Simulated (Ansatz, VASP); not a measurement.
## Rh in VASP and in Ansatz

```
Rh
1.0
     0.00000    1.80647    1.90155
     1.80647    0.00000    1.90155
     1.80647    1.80647    0.00000
Rh
1
Direct
  0.00000 0.00000 0.00000
```

Change from the starting cell: strain -0.050 along x and y, +0.000 along z, atoms carried along.

Alike in both runs: task single point; functional LDA; k mesh 22 × 22 × 22; occupations gaussian, width 0.15 eV; no spin polarisation.

|  | VASP | Ansatz |
| --- | --- | --- |
| version | VASP 6.6.1 | Ansatz 0.2.0 |
| potentials or method | VASP PAW LDA potentials, release 64 (Rh_pv), cutoff 520 eV | scalar-relativistic, plane waves, PAW |
| valence electrons in the cell | 15 | 17 |

Ansatz gave:

* gap on the k mesh at the Fermi level (eV): none
* pressure (GPa): 24.2
* traceless stress, the component that is largest in VASP (GPa): -11.62

Q: Estimate VASP's values.

A: gap on the k mesh at the Fermi level (eV): none; pressure (GPa): 25.2; traceless stress, the component that is largest in VASP (GPa): -11.62.

LDA's correlation is that of Perdew and Zunger in VASP and of Perdew and Wang (1992) in Ansatz. A gap of «none» marks a metal or a gap that the smearing closes. VASP's potentials hold 15 valence electrons a cell and Ansatz's 17, so a difference there can come from the potentials and not from the codes.
